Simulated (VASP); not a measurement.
Input of a VASP 6.6.1 run:

File INCAR:

```
SYSTEM = Rb
PREC = Accurate
ENCUT = 520
EDIFF = 1E-7
ISMEAR = 0
SIGMA = 0.15
LREAL = .False.
LASPH = .True.
NELM = 60
ALGO = Fast
ISIF = 2
LWAVE = .False.
LCHARG = .False.
GGA = PS
NBANDS = 10
```

The input KPOINTS:

```
regular mesh
0
Gamma
  14 14 14
  0 0 0
```

File POSCAR:

```
Rb
1.0
   -2.7182544331      2.7182544331      2.9900798764
    2.7182544331     -2.7182544331      2.9900798764
    2.7182544331      2.7182544331     -2.9900798764
Rb
1
Direct
    0.0000000000      0.0000000000      0.0000000000
```

Potentials or basis: VASP PAW PBE potentials, release 64 (Rb_sv).

Command:

```sh
$ cat potpaw_PBE.64/Rb_sv/POTCAR > POTCAR
$ mpirun -np 1 vasp_std > vasp.out
```

(1) Predict the pressure.

(2) Predict the band gap on the k mesh.

## Answers

(1) -0.1 GPa.

(2) zero (an odd number of electrons rules out a gap without spin polarisation).

Caveat: the PAW data sets were made with another functional, which shifts forces and pressure a little.
